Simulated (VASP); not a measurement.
# CdF2 (Fm-3m) in VASP: a series of runs

CdF2 is run at these levels: r2SCAN; tasks: single point.

Everything below comes from runs of VASP 6.6.1. Logs are shortened: lines on timing, memory, paths and dates and some standing lists are left out, and cuts for length are marked.

## Step 1: The cell of the first run

Symmetry: Fm-3m, No. 225, cubic system. Conventional cell: a = 5.330 Å, b = 5.330 Å, c = 5.330 Å, α = 90.00°, β = 90.00°, γ = 90.00°. Within 3.1 Å of Cd (site symmetry m-3m) lie 8 F at 2.31 Å. F (site symmetry -43m) has 4 Cd at 2.31 Å and 6 F at 2.66 Å within 3.1 Å.

## Step 2: Single point, r2SCAN

POSCAR reads:

```
CdF2
1.0
    2.6649725482      2.6649725482      0.0000000000
   -2.6649725482      2.6649725482      0.0000000000
    0.0000000000      2.6649725482      2.6649725482
Cd F
1 2
Direct
    0.0000000000      0.0000000000      0.0000000000
    0.2500000000      0.7500000000      0.5000000000
    0.7500000000      0.2500000000      0.5000000000
```

INCAR.step1 reads:

```
ALGO = Normal
EDIFF = 1E-4
ENCUT = 520
GGA = PE
ISMEAR = 0
LASPH = T
LCHARG = F
LREAL = F
LWAVE = T
NBANDS = 20
NELM = 80
PREC = Accurate
SIGMA = 0.01
```

INCAR.step2 reads:

```
ALGO = Normal
EDIFF = 1E-7
ENCUT = 520
ISIF = 2
ISMEAR = 0
ISTART = 1
LASPH = T
LCHARG = T
LELF = T
LMIXTAU = T
LREAL = F
LVHAR = T
LWAVE = F
METAGGA = R2SCAN
NBANDS = 20
NELM = 80
PREC = Accurate
SIGMA = 0.01
```

KPOINTS reads:

```
k-points
0
Gamma
  8 8 8
```

Potentials or basis: VASP PAW PBE potentials, release 64 (Cd, F).

Started as:

```bash
> cat potpaw_PBE.64/Cd/POTCAR potpaw_PBE.64/F/POTCAR > POTCAR
> cp INCAR.step1 INCAR
> mpirun -np 1 vasp_std > vasp.out
> cp INCAR.step2 INCAR
> mpirun -np 1 vasp_std > vasp.out
```

OUTCAR:

```text
EDIFF = 1E-7
   ENCUT = 520
   ISIF = 2
   ISMEAR = 0
   ISTART = 1
   LASPH = T
   LREAL = F
   METAGGA = R2SCAN
   NELM = 80
   PREC = Accurate

 ion  position               nearest neighbor table
   1  0.000  0.000  0.000-   3 2.31   2 2.31   2 2.31   3 2.31   2 2.31   3 2.31   3 2.31   2 2.31

   2  0.250  0.750  0.500-   1 2.31   1 2.31   1 2.31   1 2.31
   3  0.750  0.250  0.500-   1 2.31   1 2.31   1 2.31   1 2.31

  LATTYP: Found a face centered cubic cell.
 ALAT       =     5.3299450964

  Lattice vectors:

 A1 = (   0.0000000000,   2.6649725482,   2.6649725482)
 A2 = (   2.6649725482,   0.0000000000,   2.6649725482)
 A3 = (   2.6649725482,   2.6649725482,   0.0000000000)

Analysis of symmetry for initial positions (statically):
=====================================================================
 Subroutine PRICEL returns:
 Original cell was already a primitive cell.

 Routine SETGRP: Setting up the symmetry group for a
 face centered cubic supercell.

 Subroutine GETGRP returns: Found 48 space group operations
 (whereof 48 operations were pure point group operations)
 out of a pool of 48 trial point group operations.

The static configuration has the point symmetry O_h .

Analysis of symmetry for dynamics (positions and initial velocities):
=====================================================================
 Subroutine PRICEL returns:
 Original cell was already a primitive cell.

 Routine SETGRP: Setting up the symmetry group for a
 face centered cubic supercell.

 Subroutine GETGRP returns: Found 48 space group operations
 (whereof 48 operations were pure point group operations)
 out of a pool of 48 trial point group operations.

The dynamic configuration has the point symmetry O_h .

 Subroutine INISYM returns: Found 48 space group operations
 (whereof 48 operations are pure point group operations),
 and found     1 'primitive' translations

----------------------------------------------------------------------------------------

                                     Primitive cell

  volume of cell :      37.8537

  direct lattice vectors                    reciprocal lattice vectors
     2.664972548  2.664972548  0.000000000     0.187619193  0.187619193 -0.187619193
    -2.664972548  2.664972548  0.000000000    -0.187619193  0.187619193 -0.187619193
     0.000000000  2.664972548  2.664972548     0.000000000  0.000000000  0.375238387

[... 82 lines left out ...]
   LASPH  =      T    aspherical Exc in radial PAW
   ENCUT  =  520.0 eV  38.22 Ry    6.18 a.u.   7.01  7.01  7.01*2*pi/ulx,y,z
   NELM   =     80;   NELMIN=  2; NELMDL=  0     # of ELM steps
   EDIFF  = 0.1E-06   stopping-criterion for ELM
   LREAL  =      F    real-space projection
   EDIFFG = 0.1E-05   stopping-criterion for IOM
   NSW    =      0    number of steps for IOM
   IBRION =     -1    ionic relax: 0-MD 1-quasi-New 2-CG
   NFREE  =      0    steps in history (QN), initial steepest desc. (CG)
   ISIF   =      2    stress and relaxation
   ISYM   =      2    0-nonsym 1-usesym 2-fastsym
   POTIM  = 0.5000    time-step for ionic-motion
   TEBEG  =    0.0;   TEEND  =   0.0 temperature during run
   PSTRESS=    0.0 pullay stress
   NELECT =      26.0000    total number of electrons
   NUPDOWN=      -1.0000    fix difference up-down
   EMIN   =  10.00;   EMAX   =-10.00  energy-range for DOS
   EFERMI =   0.00;   METHOD = LEGACY
   ISMEAR =     0;   SIGMA  =   0.01  broadening in eV -4-tet -1-fermi 0-gaus
   EFERMI_NEDOS =   21; number of points for ismear=-14 and -15
   IALGO  =     38    algorithm
   IMIX   =      4    mixing-type and parameters
     AMIX     =   0.40;   BMIX     =  1.00
     AMIX_MAG =   1.60;   BMIX_MAG =  1.00
  volume/ion in A,a.u.               =      12.62        85.15
  Fermi-wavevector in a.u.,A,eV,Ry     =   1.444430  2.729577 28.386902  2.086378
  Thomas-Fermi vector in A             =   2.562726
   LORBIT       =      0    0 simple, 1 ext, 2 COOP (PROOUT), +10 PAW based schemes
   METAGGA = R2SCAN    functional components
   LHFCALC =     F    Hartree Fock is set to
   AEXX    =    0.0000 exact exchange contribution
   IVDW    =     0    specifies the selected vdW correction
   LEPSILON=     F    determine dielectric tensor
   LRPA    =     F    only Hartree local field effects (RPA)
 non-spin polarized calculation
 Gauss-broadening in eV      SIGMA  =   0.01
  energy-cutoff  :      520.00
  volume of cell :       37.85
 maximum number of plane-waves:      1036
   NGX = 13   NGY = 13   NGZ = 13

 number of electron      26.0000012 magnetization

 Free energy of the ion-electron system (eV)
  ---------------------------------------------------
  ext. energy  EPLUGINS =         0.00000000
  ---------------------------------------------------
  free energy    TOTEN  =       -33.69276276 eV

  energy without entropy =      -33.69276276  energy(sigma->0) =      -33.69276276

 E-fermi :  -1.5756     XC(G=0): -11.2391

 val. band max:       -1.6170061910   @ k =   0.5000   0.5000   0.2500
 cond. band min:       2.2514634170   @ k =   0.0000   0.0000   0.0000
 fundamental gap:      3.8684696080
 Fermi energy:        -1.5756323935

 k-point     1 :       0.0000    0.0000    0.0000
  band No.  band energies     occupation
      1     -23.7461      2.00000
      2     -22.5868      2.00000
      3      -7.3587      2.00000
      4      -7.3587      2.00000
      5      -7.3587      2.00000
      6      -5.9650      2.00000
[... 541 lines left out ...]
     19      18.1329      0.00000
     20      22.1080      0.00000

 [... further k-points ...]

------------------------ aborting loop because EDIFF is reached ----------------------------------------

  FORCE on cell =-STRESS in cart. coord.  units (eV):
  Direction    XX          YY          ZZ          XY          YZ          ZX
  --------------------------------------------------------------------------------------
  -------------------------------------------------------------------------------------
  Total        1.2284325      1.2284325      1.2284325     -0.0000000     -0.0000000      0.0000000
  in kB       51.9940509     51.9940509     51.9940509     -0.0000000     -0.0000000      0.0000000
  external PRESSURE =      51.9940509 kB  Pullay stress =       0.0000000 kB

 VOLUME and BASIS-vectors are now :
 -----------------------------------------------------------------------------
  energy-cutoff  :      520.00
  volume of cell :       37.85
      direct lattice vectors                 reciprocal lattice vectors
     2.664972548  2.664972548  0.000000000     0.187619193  0.187619193 -0.187619193
    -2.664972548  2.664972548  0.000000000    -0.187619193  0.187619193 -0.187619193
     0.000000000  2.664972548  2.664972548     0.000000000  0.000000000  0.375238387

 POSITION                                       TOTAL-FORCE (eV/Angst)
 -----------------------------------------------------------------------------------
      0.00000      0.00000      0.00000         0.000000     -0.000000      0.000000
     -1.33249      3.99746      1.33249         0.000000      0.000000     -0.000000
      1.33249      3.99746      1.33249        -0.000000     -0.000000      0.000000
 -----------------------------------------------------------------------------------
    total drift:                                0.000000      0.000000     -0.000000

  FREE ENERGIE OF THE ION-ELECTRON SYSTEM (eV)
  ---------------------------------------------------
  free  energy   TOTEN  =       -33.6927627559 eV

  energy  without entropy=      -33.6927627559  energy(sigma->0) =      -33.69276276
```

OUTCAR.step1:

```text
EDIFF = 1E-4
   ENCUT = 520
   GGA = PE
   ISMEAR = 0
[... 778 lines left out ...]
      0.00000      0.00000      0.00000         0.000000     -0.000000      0.000000
     -1.33249      3.99746      1.33249        -0.000000      0.000000     -0.000000
      1.33249      3.99746      1.33249         0.000000     -0.000000      0.000000
 -----------------------------------------------------------------------------------
    total drift:                                0.000000      0.000000     -0.000000

  FREE ENERGIE OF THE ION-ELECTRON SYSTEM (eV)
  ---------------------------------------------------
  free  energy   TOTEN  =       -10.7918240719 eV

  energy  without entropy=      -10.7918240719  energy(sigma->0) =      -10.79182407
```

It took 3.3 min on 1 thread of Intel Xeon 8259CL, shared host; peak memory 0.17 GiB.

What came out:

| Item | Value |
| --- | --- |
| Free energy | -33.6928 eV |
| Pressure | 5.2 GPa |
| Band gap on the k mesh | 3.87 eV (least direct gap 4.33 eV) |

Caveat: the cell stands under pressure; the PAW data sets were made with another functional, which shifts forces and pressure a little. A k mesh can miss the band edges.

## Step 3: Single point, r2SCAN

POSCAR is that of step 2.

INCAR.step1 reads:

```
SYSTEM = CdF2
PREC     = Accurate       ! precision mode
ENCUT    = 520            ! plane-wave cutoff, eV
ISMEAR   = 0              ! smearing method
SIGMA    = 0.01           ! smearing width, eV
LREAL    = .False.        ! projectors in reciprocal space
LASPH    = .True.         ! aspherical terms in the spheres
NELM     = 60             ! most SCF steps
NBANDS   = 20             ! bands
GGA      = PE             ! functional
ALGO     = Normal         ! electronic algorithm
EDIFF    = 1E-4           ! SCF threshold, eV
LWAVE    = .True.         ! write WAVECAR
LCHARG   = .False.        ! write CHGCAR
```

INCAR.step2 reads:

```
SYSTEM = CdF2
PREC     = Accurate       ! precision mode
ENCUT    = 520            ! plane-wave cutoff, eV
EDIFF    = 1E-7           ! SCF threshold, eV
ISMEAR   = 0              ! smearing method
SIGMA    = 0.01           ! smearing width, eV
LREAL    = .False.        ! projectors in reciprocal space
LASPH    = .True.         ! aspherical terms in the spheres
NELM     = 60             ! most SCF steps
ALGO     = Normal         ! electronic algorithm
ISIF     = 2              ! what is computed and relaxed
LWAVE    = .False.        ! write WAVECAR
LCHARG   = .False.        ! write CHGCAR
METAGGA  = R2SCAN         ! meta-GGA
LMIXTAU  = .True.       
NBANDS   = 20             ! bands
ISTART   = 1
```

KPOINTS reads:

```
regular mesh
0
Gamma
  8 8 8
  0 0 0
```

Potentials or basis: VASP PAW PBE potentials, release 64 (Cd, F).

Started as:

```bash
> cat potpaw_PBE.64/Cd/POTCAR potpaw_PBE.64/F/POTCAR > POTCAR
> cp INCAR.step1 INCAR
> mpirun -np 1 vasp_std > vasp.out
> cp INCAR.step2 INCAR
> mpirun -np 1 vasp_std > vasp.out
```

OUTCAR:

```text
SYSTEM = CdF2
   PREC = Accurate
   ENCUT = 520
   EDIFF = 1E-7
   ISMEAR = 0
   LREAL = .False.
   LASPH = .True.
   NELM = 60
   ISIF = 2
   METAGGA = R2SCAN
   ISTART = 1

 ion  position               nearest neighbor table
   1  0.000  0.000  0.000-   3 2.31   2 2.31   2 2.31   3 2.31   2 2.31   3 2.31   3 2.31   2 2.31

   2  0.250  0.750  0.500-   1 2.31   1 2.31   1 2.31   1 2.31
   3  0.750  0.250  0.500-   1 2.31   1 2.31   1 2.31   1 2.31

  LATTYP: Found a face centered cubic cell.
 ALAT       =     5.3299450964

  Lattice vectors:

 A1 = (   0.0000000000,   2.6649725482,   2.6649725482)
 A2 = (   2.6649725482,   0.0000000000,   2.6649725482)
 A3 = (   2.6649725482,   2.6649725482,   0.0000000000)

Analysis of symmetry for initial positions (statically):
=====================================================================
 Subroutine PRICEL returns:
 Original cell was already a primitive cell.

 Routine SETGRP: Setting up the symmetry group for a
 face centered cubic supercell.

[... 164 lines left out ...]
  free energy    TOTEN  =       -33.69276276 eV

  energy without entropy =      -33.69276276  energy(sigma->0) =      -33.69276276

 E-fermi :  -1.5756     XC(G=0): -11.2391

 val. band max:       -1.6170061910   @ k =   0.5000   0.5000   0.2500
 cond. band min:       2.2514634170   @ k =   0.0000   0.0000   0.0000
 fundamental gap:      3.8684696080
 Fermi energy:        -1.5756323935

 k-point     1 :       0.0000    0.0000    0.0000
  band No.  band energies     occupation
      1     -23.7461      2.00000
      2     -22.5868      2.00000
      3      -7.3587      2.00000
      4      -7.3587      2.00000
      5      -7.3587      2.00000
      6      -5.9650      2.00000
[... 541 lines left out ...]
     19      18.1329      0.00000
     20      22.1080      0.00000

 [... further k-points ...]

------------------------ aborting loop because EDIFF is reached ----------------------------------------

  FORCE on cell =-STRESS in cart. coord.  units (eV):
  Direction    XX          YY          ZZ          XY          YZ          ZX
  --------------------------------------------------------------------------------------
  -------------------------------------------------------------------------------------
  Total        1.2284325      1.2284325      1.2284325     -0.0000000     -0.0000000      0.0000000
  in kB       51.9940509     51.9940509     51.9940509     -0.0000000     -0.0000000      0.0000000
  external PRESSURE =      51.9940509 kB  Pullay stress =       0.0000000 kB

 VOLUME and BASIS-vectors are now :
 -----------------------------------------------------------------------------
  energy-cutoff  :      520.00
  volume of cell :       37.85
      direct lattice vectors                 reciprocal lattice vectors
     2.664972548  2.664972548  0.000000000     0.187619193  0.187619193 -0.187619193
    -2.664972548  2.664972548  0.000000000    -0.187619193  0.187619193 -0.187619193
     0.000000000  2.664972548  2.664972548     0.000000000  0.000000000  0.375238387

 POSITION                                       TOTAL-FORCE (eV/Angst)
 -----------------------------------------------------------------------------------
      0.00000      0.00000      0.00000         0.000000     -0.000000      0.000000
     -1.33249      3.99746      1.33249         0.000000      0.000000     -0.000000
      1.33249      3.99746      1.33249        -0.000000     -0.000000      0.000000
 -----------------------------------------------------------------------------------
    total drift:                                0.000000      0.000000     -0.000000

  FREE ENERGIE OF THE ION-ELECTRON SYSTEM (eV)
  ---------------------------------------------------
  free  energy   TOTEN  =       -33.6927627559 eV

  energy  without entropy=      -33.6927627559  energy(sigma->0) =      -33.69276276
```

Run time: 2.3 min. Hardware: 1 thread of Intel Xeon 8259CL, shared host; peak memory 0.17 GiB.

Results:

| Item | Value |
| --- | --- |
| Free energy | -33.6928 eV |
| Pressure | 5.2 GPa |
| Band gap on the k mesh | 3.87 eV (least direct gap 4.33 eV) |

Levels at points of the mesh, in eV from the valence-band top:
```csv
k point,band 11,band 12,band 13,band 14,band 15,band 16
"(0.00, 0.00, 0.00)",-0.46,-0.46,-0.46,3.87,13.77,13.77
"(0.50, 0.00, 0.00)",-1.98,-0.38,-0.38,8.25,9.80,15.90
"(0.50, 0.50, 0.00)",-0.58,-0.10,-0.10,9.16,10.74,12.26
```

Caveat: the cell stands under pressure; the PAW data sets were made with another functional, which shifts forces and pressure a little. A k mesh can miss the band edges.

## Step 4: Single point, r2SCAN

This run uses another cell than the first one, of 12.82 Å³/atom.

POSCAR reads:

```
CdF2
1.0
    2.6788911857      2.6788911857      0.0000000000
   -2.6788911857      2.6788911857      0.0000000000
    0.0000000000      2.6788911857      2.6788911857
Cd F
1 2
Direct
    0.0000000000      0.0000000000      0.0000000000
    0.2500000000      0.7500000000      0.5000000000
    0.7500000000      0.2500000000      0.5000000000
```

INCAR.step1 reads:

```
  PREC = Accurate
  ENCUT = 520
  ISMEAR = 0
  SIGMA = 0.01
  LREAL = F
  LASPH = T
  NELM = 80
  NBANDS = 20
  GGA = PE
  ALGO = Normal
  EDIFF = 1E-4
  LWAVE = T
  LCHARG = F
```

INCAR.step2 reads:

```
  PREC = Accurate
  ENCUT = 520
  EDIFF = 1E-6
  ISMEAR = 0
  SIGMA = 0.01
  LREAL = F
  LASPH = T
  NELM = 80
  ALGO = Normal
  ISIF = 2
  LWAVE = F
  LCHARG = F
  METAGGA = R2SCAN
  LMIXTAU = T
  NBANDS = 20
  ISTART = 1
```

KPOINTS reads:

```
regular mesh
0
Gamma
  8 8 8
```

Started as:

```bash
> cat potpaw_PBE.64/Cd/POTCAR potpaw_PBE.64/F/POTCAR > POTCAR
> cp INCAR.step1 INCAR
> mpirun -np 1 vasp_std > vasp.out
> cp INCAR.step2 INCAR
> mpirun -np 1 vasp_std > vasp.out
```

It took 2.1 min on 1 thread of Intel Xeon 8259CL, shared host; peak memory 0.18 GiB.

Results (log left out):

- Free energy: -33.7095 eV
- Pressure: 3.1 GPa
- Band gap on the k mesh: 3.81 eV (least direct gap 4.29 eV)

Levels at points of the mesh, in eV from the valence-band top:
| k point | band 10 | band 11 | band 12 | band 13 | band 14 | band 15 | band 16 | band 17 |
| --- | --- | --- | --- | --- | --- | --- | --- | --- |
| (0.00, 0.00, 0.00) | -1.03 | -0.48 | -0.48 | -0.48 | 3.81 | 13.69 | 13.69 | 13.69 |
| (0.50, 0.00, 0.00) | -1.92 | -1.92 | -0.39 | -0.39 | 8.12 | 9.75 | 15.75 | 15.75 |
| (0.50, 0.50, 0.00) | -3.06 | -0.55 | -0.09 | -0.09 | 9.02 | 10.64 | 12.22 | 15.46 |

Caveat: the cell stands under pressure; the PAW data sets were made with another functional, which shifts forces and pressure a little. A k mesh can miss the band edges.
